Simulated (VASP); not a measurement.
The system is HfOF2.

```
Hf O F
1.0
     3.47703    0.00000    0.00000
     0.00000    3.47703    0.00000
     0.00000    0.00000    4.10928
Hf O F
1 1 2
Direct
  0.00000 0.00000 0.00000
  0.50000 0.50000 0.50000
  0.00000 0.00000 0.50000
  0.50000 0.50000 0.00000
```

The cell was generated, and may not be a known phase.

```yaml
Program: VASP 6.6.1
Task: relaxation of cell and atoms
Functional: PBE
Potentials_or_basis: VASP PAW PBE potentials, release 64 (Hf_pv, O, F)
Cutoff: 600 eV
k_mesh: 14 × 14 × 12
Occupations: gaussian, width 0.1 eV
Spin: no spin polarisation
```

At the start: pressure -2.4 GPa; volume 12.42 Å³/atom.

Problem. How do energy, volume and symmetry change on relaxing?

Solution. Over 8 steps the energy falls by 5.1 meV/atom and the volume is 12.32 Å³/atom (-0.8 %); space group P4/mmm (No. 123, to 0.1 Å) before and after.

The path:
| step | energy change (eV) | largest force (eV/Å) | pressure (GPa) | volume (Å³) |
| --- | --- | --- | --- | --- |
| 1 | 0.0000 | 0.0000 | -2.41 | 49.68 |
| 2 | 0.0054 | 0.0000 | 4.03 | 48.33 |
| 3 | -0.0198 | 0.0000 | 0.43 | 49.02 |
| 4 | -0.0198 | 0.0000 | 0.50 | 49.01 |
| 5 | -0.0203 | 0.0000 | 0.13 | 49.22 |
| 6 | -0.0203 | 0.0000 | 0.07 | 49.26 |
| 7 | -0.0203 | 0.0000 | -0.09 | 49.30 |
| 8 | -0.0204 | 0.0000 | 0.01 | 49.27 |

Final structure:
```
CELL_PARAMETERS angstrom
3.48892 0.00000 0.00000
0.00000 3.48892 0.00000
0.00000 0.00000 4.04803
ATOMIC_POSITIONS crystal
Hf 0.00000 0.00000 0.00000
O 0.50000 0.50000 0.50000
F 0.00000 0.00000 0.50000
F 0.50000 0.50000 0.00000
```
